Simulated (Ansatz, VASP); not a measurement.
**Two plane-wave programs on Bi2Te2O**

```
Bi Te O
1.0
     5.45909    0.00000    0.00000
    -2.72954    4.72771    0.00000
     0.00000    0.00000    7.50730
Bi Te O
2 2 1
Cartesian
  0.0000 0.0000 1.6541
  0.0000 0.0000 5.8532
  0.0000 3.1518 0.0000
  2.7295 1.5759 0.0000
  0.0000 0.0000 3.7537
```

Alike in both runs: functional PBE; k mesh 12 × 12 × 6; occupations gaussian, width 0.1 eV; no spin polarisation.

Ansatz relaxed the structure, and its values are those at the end. VASP's run is a single point on that final structure, the one shown.

```csv
,VASP,Ansatz
version,VASP 6.6.1,Ansatz 0.2.0
potentials or method,"VASP PAW PBE potentials, release 64 (Bi_d, Te, O), cutoff 520 eV","scalar-relativistic, plane waves, PAW"
valence electrons in the cell,48,68
```

```tsv
	VASP	Ansatz	Ansatz less VASP
gap on the k mesh at the Fermi level (eV)	none	none	-
pressure (GPa)	0.0	0.0	0.00
rms of the force components (eV/Å)	0.013	0.001	-0.0126
```

A gap of «none» marks a metal or a gap that the smearing closes. VASP's potentials hold 48 valence electrons a cell and Ansatz's 68, so a difference there can come from the potentials and not from the codes.

Neither program's run includes spin-orbit coupling.
